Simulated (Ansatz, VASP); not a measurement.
**Cs2Br3 in VASP and in Ansatz**

```
Cs Br
1.0
     2.68803    1.55193    8.89246
    -2.68803    1.55193    8.89246
     0.00000   -3.10387    8.89246
Cs Br
2 3
Direct
  0.41188 0.41188 0.41188
  0.58812 0.58812 0.58812
  0.00000 0.00000 0.00000
  0.16811 0.16811 0.16811
  0.83189 0.83189 0.83189
```

Alike in both runs: functional PBE; k mesh 6 × 6 × 6; occupations gaussian, width 0.1 eV; no spin polarisation.

Ansatz relaxed the structure, and its values are those at the end. VASP's run is a single point on that final structure, the one shown.

|  | VASP | Ansatz |
| --- | --- | --- |
| version | VASP 6.6.1 | Ansatz 0.2.0 |
| potentials or method | VASP PAW PBE potentials, release 64 (Cs_sv, Br), cutoff 520 eV | scalar-relativistic, plane waves, PAW |
| valence electrons in the cell | 39 | 39 |

```tsv
	VASP	Ansatz	Ansatz less VASP
gap on the k mesh at the Fermi level (eV)	none	none	-
pressure (GPa)	0.3	0.3	-0.02
rms of the force components (eV/Å)	0.004	0.004	+0.0001
```

A gap of «none» marks a metal or a gap that the smearing closes.

Neither program's run includes spin-orbit coupling.
